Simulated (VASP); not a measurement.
# Sr (Fm-3m) in VASP: notebook

The runs below take Sr through single point, relaxation of cell and atoms, with PBEsol.

Program: VASP 6.6.1. These are calculated values, not measurements. Logs are shortened: lines on timing, memory, paths and dates and some standing lists are left out, and cuts for length are marked.

## 1. The cell of the first run

Symmetry: Fm-3m, No. 225, cubic system. The conventional cell has a = 5.909 Å, b = 5.909 Å, c = 5.909 Å, α = 90.00°, β = 90.00°, γ = 90.00°. Sr (site symmetry m-3m) has 12 Sr at 4.18 Å within 5.5 Å.

## 2. Single point, PBEsol

Input file INCAR:

```
PREC = Accurate
ENCUT = 520
EDIFF = 1E-6
ISMEAR = 0
SIGMA = 0.1
LREAL = F
LASPH = T
NELM = 100
ALGO = Normal
ISIF = 2
LWAVE = F
LCHARG = T
GGA = PS
LELF = T
LVHAR = T
NBANDS = 11
```

Input file KPOINTS:

```
Automatic mesh
0
Gamma
  12 12 12
```

Input file POSCAR:

```
Sr
1.0
    0.0000000000      2.9546529440      2.9546529440
    2.9546529440      0.0000000000      2.9546529440
    2.9546529440      2.9546529440      0.0000000000
Sr
1
Direct
    0.0000000000      0.0000000000      0.0000000000
```

Potentials or basis: VASP PAW PBE potentials, release 64 (Sr_sv).

On the command line:

```sh
> cat potpaw_PBE.64/Sr_sv/POTCAR > POTCAR
> mpirun -np 1 vasp_std > vasp.out
```

OUTCAR:

```text
PREC = Accurate
   ENCUT = 520
   EDIFF = 1E-6
   ISMEAR = 0
   LREAL = F
   LASPH = T
   NELM = 100
   ISIF = 2
   GGA = PS

 ion  position               nearest neighbor table
   1  0.000  0.000  0.000-

  LATTYP: Found a face centered cubic cell.
 ALAT       =     5.9093058880

  Lattice vectors:

 A1 = (   0.0000000000,   2.9546529440,   2.9546529440)
 A2 = (   2.9546529440,   0.0000000000,   2.9546529440)
 A3 = (   2.9546529440,   2.9546529440,   0.0000000000)

Analysis of symmetry for initial positions (statically):
=====================================================================
 Subroutine PRICEL returns:
 Original cell was already a primitive cell.

 Routine SETGRP: Setting up the symmetry group for a
 face centered cubic supercell.

 Subroutine GETGRP returns: Found 48 space group operations
 (whereof 48 operations were pure point group operations)
 out of a pool of 48 trial point group operations.

The static configuration has the point symmetry O_h .

Analysis of symmetry for dynamics (positions and initial velocities):
=====================================================================
 Subroutine PRICEL returns:
 Original cell was already a primitive cell.

 Routine SETGRP: Setting up the symmetry group for a
 face centered cubic supercell.

 Subroutine GETGRP returns: Found 48 space group operations
 (whereof 48 operations were pure point group operations)
 out of a pool of 48 trial point group operations.

The dynamic configuration has the point symmetry O_h .

 Subroutine INISYM returns: Found 48 space group operations
 (whereof 48 operations are pure point group operations),
 and found     1 'primitive' translations

----------------------------------------------------------------------------------------

                                     Primitive cell

  volume of cell :      51.5881

  direct lattice vectors                    reciprocal lattice vectors
     0.000000000  2.954652944  2.954652944    -0.169224613  0.169224613  0.169224613
     2.954652944  0.000000000  2.954652944     0.169224613 -0.169224613  0.169224613
     2.954652944  2.954652944  0.000000000     0.169224613  0.169224613 -0.169224613

  length of vectors
     4.178510266  4.178510266  4.178510266     0.293105627  0.293105627  0.293105627

  position of ions in fractional coordinates (direct lattice)
     0.000000000  0.000000000  0.000000000

  ion indices of the primitive-cell ions
   primitive index   ion index
                 1           1

----------------------------------------------------------------------------------------

 KPOINTS: Automatic mesh

Automatic generation of k-mesh.
 Grid dimensions read from file:
 generate k-points for:   12   12   12

 Generating k-lattice:

  Cartesian coordinates                     Fractional coordinates (reciprocal lattice)
    -0.014102051  0.014102051  0.014102051     0.083333333  0.000000000  0.000000000
     0.014102051 -0.014102051  0.014102051     0.000000000  0.083333333  0.000000000
     0.014102051  0.014102051 -0.014102051     0.000000000  0.000000000  0.083333333

  Length of vectors
     0.024425469  0.024425469  0.024425469

  Shift w.r.t. Gamma in fractional coordinates (k-lattice)
     0.000000000  0.000000000  0.000000000

 Subroutine IBZKPT returns following result:
 ===========================================

 Found     72 irreducible k-points:

 Following reciprocal coordinates:
            Coordinates               Weight
  0.000000  0.000000  0.000000      1.000000
  0.083333  0.000000  0.000000      8.000000
  0.166667  0.000000  0.000000      8.000000
  0.250000  0.000000  0.000000      8.000000
  0.333333  0.000000  0.000000      8.000000
  0.416667  0.000000  0.000000      8.000000
[... 16 lines left out ...]
  0.500000  0.166667  0.000000     24.000000
 -0.416667  0.166667  0.000000     24.000000
 [... further k-points ...]
   k-points           NKPTS =     72   k-points in BZ     NKDIM =     72   number of bands    NBANDS=     11
   number of dos      NEDOS =    301   number of ions     NIONS =      1
   total plane-waves  NPLWV =  32768
   dimension x,y,z NGX =    32 NGY =   32 NGZ =   32
   dimension x,y,z NGXF=    64 NGYF=   64 NGZF=   64
   ions per type =               1
   NGX,Y,Z   is equivalent  to a cutoff of  12.73, 12.73, 12.73 a.u.
   NGXF,Y,Z  is equivalent  to a cutoff of  25.46, 25.46, 25.46 a.u.
 SYSTEM =  unknown system
   PREC   = accura    normal or accurate (medium, high low for compatibility)
   ISTART =      0    job   : 0-new  1-cont  2-samecut
   ICHARG =      2    charge: 1-file 2-atom 10-const
   ISPIN  =      1    spin polarized calculation?
   LNONCOLLINEAR =      F non collinear calculations
   LSORBIT =      F    spin-orbit coupling
   LASPH  =      T    aspherical Exc in radial PAW
   ENCUT  =  520.0 eV  38.22 Ry    6.18 a.u.   7.77  7.77  7.77*2*pi/ulx,y,z
   NELM   =    100;   NELMIN=  2; NELMDL= -5     # of ELM steps
   EDIFF  = 0.1E-05   stopping-criterion for ELM
   LREAL  =      F    real-space projection
   EDIFFG = 0.1E-04   stopping-criterion for IOM
   NSW    =      0    number of steps for IOM
   IBRION =     -1    ionic relax: 0-MD 1-quasi-New 2-CG
   NFREE  =      0    steps in history (QN), initial steepest desc. (CG)
   ISIF   =      2    stress and relaxation
   ISYM   =      2    0-nonsym 1-usesym 2-fastsym
   POTIM  = 0.5000    time-step for ionic-motion
   TEBEG  =    0.0;   TEEND  =   0.0 temperature during run
   PSTRESS=    0.0 pullay stress
   NELECT =      10.0000    total number of electrons
   NUPDOWN=      -1.0000    fix difference up-down
   EMIN   =  10.00;   EMAX   =-10.00  energy-range for DOS
   EFERMI =   0.00;   METHOD = LEGACY
   ISMEAR =     0;   SIGMA  =   0.10  broadening in eV -4-tet -1-fermi 0-gaus
   EFERMI_NEDOS =   21; number of points for ismear=-14 and -15
   IALGO  =     38    algorithm
   IMIX   =      4    mixing-type and parameters
     AMIX     =   0.40;   BMIX     =  1.00
     AMIX_MAG =   1.60;   BMIX_MAG =  1.00
  volume/ion in A,a.u.               =      51.59       348.13
  Fermi-wavevector in a.u.,A,eV,Ry     =   0.947454  1.790429 12.213542  0.897670
  Thomas-Fermi vector in A             =   2.075549
   LORBIT       =      0    0 simple, 1 ext, 2 COOP (PROOUT), +10 PAW based schemes
   GGA     = PS    functional components
   LHFCALC =     F    Hartree Fock is set to
   AEXX    =    0.0000 exact exchange contribution
   IVDW    =     0    specifies the selected vdW correction
   LEPSILON=     F    determine dielectric tensor
   LRPA    =     F    only Hartree local field effects (RPA)
 non-spin polarized calculation
 Gauss-broadening in eV      SIGMA  =   0.10
  energy-cutoff  :      520.00
  volume of cell :       51.59
 maximum number of plane-waves:      1411
   NGX = 15   NGY = 15   NGZ = 15

 number of electron      10.0000000 magnetization

 Free energy of the ion-electron system (eV)
  ---------------------------------------------------
  ext. energy  EPLUGINS =         0.00000000
  ---------------------------------------------------
  free energy    TOTEN  =        -1.84238551 eV

  energy without entropy =       -1.83677719  energy(sigma->0) =       -1.83958135

 E-fermi :   1.7273     XC(G=0):  -7.6322

 val. band max:        1.7137132305   @ k =  -0.3333   0.3333   0.1667
 cond. band min:       1.7463985873   @ k =  -0.2500   0.5000   0.2500
 fundamental gap:      0.0326853567
 Fermi energy:         1.7273395804

 k-point     1 :       0.0000    0.0000    0.0000
  band No.  band energies     occupation
      1     -34.6969      2.00000
      2     -16.5854      2.00000
      3     -16.5854      2.00000
      4     -16.5854      2.00000
      5      -2.0410      2.00000
      6       4.1156      0.00000
      7       4.1156      0.00000
      8       4.1156      0.00000
      9       5.6962      0.00000
     10       5.6962      0.00000
     11       9.0275      0.00000

 k-point     2 :       0.0833    0.0000    0.0000
  band No.  band energies     occupation
      1     -34.6956      2.00000
      2     -16.6027      2.00000
      3     -16.5877      2.00000
      4     -16.5877      2.00000
      5      -1.9215      2.00000
      6       3.9307      0.00000
      7       4.1727      0.00000
      8       4.1727      0.00000
      9       5.6183      0.00000
     10       5.6183      0.00000
     11       9.3380      0.00000

 k-point     3 :       0.1667    0.0000    0.0000
  band No.  band energies     occupation
      1     -34.6921      2.00000
      2     -16.6495      2.00000
      3     -16.5939      2.00000
      4     -16.5939      2.00000
      5      -1.5760      2.00000
      6       3.4970      0.00000
      7       4.2837      0.00000
      8       4.2837      0.00000
      9       5.5072      0.00000
     10       5.5072      0.00000
     11       9.5357      0.00000

 k-point     4 :       0.2500    0.0000    0.0000
  band No.  band energies     occupation
      1     -34.6873      2.00000
      2     -16.7124      2.00000
      3     -16.6023      2.00000
      4     -16.6023      2.00000
      5      -1.0438      2.00000
      6       2.9952      0.00000
      7       4.2788      0.00000
      8       4.2788      0.00000
      9       5.6368      0.00000
     10       5.6368      0.00000
     11       8.7976      0.00000
[... 239 lines left out ...]
 k-point    22 :       0.4167    0.1667    0.0000
  band No.  band energies     occupation
      1     -34.6786      2.00000
      2     -16.7831      2.00000
      3     -16.6429      2.00000
      4     -16.6332      2.00000
      5       0.1775      2.00000
      6       2.3097      0.00000
      7       3.4724      0.00000
      8       4.4582      0.00000
      9       5.9242      0.00000
     10       6.7582      0.00000
     11       8.1138      0.00000

 k-point    23 :       0.5000    0.1667    0.0000
  band No.  band energies     occupation
      1     -34.6762      2.00000
      2     -16.8094      2.00000
      3     -16.6561      2.00000
      4     -16.6333      2.00000
      5       0.7849      2.00000
      6       1.9285      0.00445
      7       3.3748      0.00000
      8       4.3411      0.00000
      9       6.4820      0.00000
     10       6.8731      0.00000
     11       7.4840      0.00000

 k-point    24 :      -0.4167    0.1667    0.0000
  band No.  band energies     occupation
      1     -34.6759      2.00000
      2     -16.8115      2.00000
      3     -16.6643      2.00000
      4     -16.6282      2.00000
      5       0.9258      2.00000
      6       1.8607      0.05929
      7       3.3329      0.00000
      8       4.2976      0.00000
      9       6.4944      0.00000
     10       6.8113      0.00000
     11       7.5532      0.00000

 [... further k-points ...]
[... 5 lines left out ...]
  --------------------------------------------------------------------------------------
  -------------------------------------------------------------------------------------
  Total        0.0259089      0.0259089      0.0259089      0.0000000      0.0000000      0.0000000
  in kB        0.8046566      0.8046566      0.8046566      0.0000000      0.0000000      0.0000000
  external PRESSURE =       0.8046566 kB  Pullay stress =       0.0000000 kB

 VOLUME and BASIS-vectors are now :
 -----------------------------------------------------------------------------
  energy-cutoff  :      520.00
  volume of cell :       51.59
      direct lattice vectors                 reciprocal lattice vectors
     0.000000000  2.954652944  2.954652944    -0.169224613  0.169224613  0.169224613
     2.954652944  0.000000000  2.954652944     0.169224613 -0.169224613  0.169224613
     2.954652944  2.954652944  0.000000000     0.169224613  0.169224613 -0.169224613

 POSITION                                       TOTAL-FORCE (eV/Angst)
 -----------------------------------------------------------------------------------
      0.00000      0.00000      0.00000        -0.000000     -0.000000     -0.000000
 -----------------------------------------------------------------------------------
    total drift:                                0.000000      0.000000     -0.000000

  FREE ENERGIE OF THE ION-ELECTRON SYSTEM (eV)
  ---------------------------------------------------
  free  energy   TOTEN  =        -1.8423855098 eV

  energy  without entropy=       -1.8367771895  energy(sigma->0) =       -1.83958135
```

Run time: 21 s. Hardware: 1 thread of AMD EPYC 7R13 (Zen 3), shared host; peak memory 0.16 GiB.

Results:

```yaml
Free_energy: -1.8424 eV
Pressure: 0.1 GPa
Band_gap_on_the_k_mesh: zero (filled and empty bands touch)
```

Levels at points of the mesh, in eV from the Fermi level:
```
           k point  band 1  band 2  band 3  band 4  band 5  band 6  band 7  band 8  band 9  band 10
(0.00, 0.00, 0.00)  -36.42  -18.31  -18.31  -18.31   -3.77    2.39    2.39    2.39    3.97     3.97
(0.50, 0.00, 0.00)  -36.41  -18.56  -18.35  -18.35   -1.18    0.15    2.22    2.22    5.10     5.10
(0.50, 0.50, 0.00)  -36.40  -18.55  -18.40  -18.40   -0.73    0.27    1.19    5.11    5.43     5.43
```

Caveat: the PAW data sets were made with another functional, which shifts forces and pressure a little.

## 3. Relaxation of cell and atoms, PBEsol

This run uses another cell than the first one, of 51.45 Å³/atom, 0.997 times its volume.

Input file INCAR:

```
SYSTEM = Sr
  ALGO = Normal
  EDIFF = 1E-7
  EDIFFG = -0.01
  ENCUT = 600
  GGA = PS
  IBRION = 2
  ISIF = 3
  ISMEAR = 0
  LASPH = .TRUE.
  LCHARG = .FALSE.
  LREAL = .FALSE.
  LWAVE = .FALSE.
  NELM = 60
  NSW = 80
  PREC = Accurate
  SIGMA = 0.1
```

Input file KPOINTS:

```
k-points
0
G
  12 12 12
  0 0 0
```

Input file POSCAR:

```
Sr
1.0
    0.0000000000      2.9519439344      2.9519439344
    2.9519439344      0.0000000000      2.9519439344
    2.9519439344      2.9519439344      0.0000000000
Sr
1
Direct
    0.0000000000      0.0000000000      0.0000000000
```

Potentials or basis: VASP PAW PBE potentials, release 64 (Sr_sv).

On the command line:

```sh
> cat potpaw_PBE.64/Sr_sv/POTCAR > POTCAR
> mpirun -np 1 vasp_std > vasp.out
```

It took 37 s on 1 thread of Intel Xeon 6975P-C (Granite Rapids), shared host; peak memory 0.22 GiB.

Results (log left out):

| Property | Result |
| --- | --- |
| Free energy | -1.8423 eV |
| Relaxed volume | 51.93 Å³/atom |
| Relaxed cell | a = 4.188 Å, b = 4.188 Å, c = 4.188 Å, α = 60.00°, β = 60.00°, γ = 60.00° |
| Space group after relaxing (to 0.05 Å) | Fm-3m (No. 225) |
| Energy gained by relaxing | 0.2 meV/atom |
| Ionic steps | 3 |
| Pressure after relaxing | 0.0 GPa |
| Band gap on the k mesh | zero (filled and empty bands overlap) |

The path:
```csv
step,energy change (eV),largest force (eV/Å),pressure (GPa),volume (Å³)
1,0.0000,0.0000,0.12,51.45
2,-0.0001,0.0000,0.05,51.73
3,-0.0002,0.0000,0.00,51.93
```

Final structure:
```yaml
crystal:
  lattice:
    - [0.00000, 2.96112, 2.96112]
    - [2.96112, 0.00000, 2.96112]
    - [2.96112, 2.96112, 0.00000]
  atoms:
    - { symbol: Sr, position: [0.00000, 0.00000, 0.00000] }
```

Levels at points of the mesh, in eV from the Fermi level:
```
           k point  band 2  band 3  band 4  band 5  band 6  band 7  band 8  band 9
(0.00, 0.00, 0.00)  -18.33  -18.33  -18.33   -3.76    2.38    2.38    2.38    3.95
(0.50, 0.00, 0.00)  -18.57  -18.36  -18.36   -1.18    0.14    2.22    2.22    5.07
(0.50, 0.50, 0.00)  -18.55  -18.41  -18.41   -0.72    0.27    1.18    5.08    5.40
```

Caveat: the PAW data sets were made with another functional, which shifts forces and pressure a little. Zero-point motion and thermal expansion aren't in these numbers.
